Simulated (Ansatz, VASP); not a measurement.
One calculation of CdS, two programs

```xyz
2
Lattice="0.0000 2.7474 2.7474 2.7474 0.0000 2.7474 2.7474 2.7474 0.0000" Properties=species:S:1:pos:R:3 pbc="T T T"
Cd    0.0000    0.0000    0.0000
S     2.7474    2.7474    2.7474
```

Alike in both runs: functional PBE; k mesh 13 × 13 × 13; occupations fermi-dirac, width 0.1 eV; no spin polarisation.

Ansatz relaxed the structure, and its values are those at the end. VASP's run is a single point on that final structure, the one shown.

|  | VASP | Ansatz |
| --- | --- | --- |
| version | VASP 6.6.1 | Ansatz 0.2.0 |
| potentials or method | VASP PAW PBE potentials, release 64 (Cd, S) | PAW with Ansatz's default frozen-core files, scalar-relativistic |
| plane-wave cutoff (eV) | 520 | 420 |
| valence electrons in the cell | 18 | 26 |

Ansatz gave:

- pressure (GPa): 0.0

Problem. Estimate VASP's values.

Solution. Pressure (GPa): 0.4.

The functional is the same, so the differences come from potentials, cutoffs and numerics. VASP's potentials hold 18 valence electrons a cell and Ansatz's 26, so a difference there can come from the potentials and not from the codes.
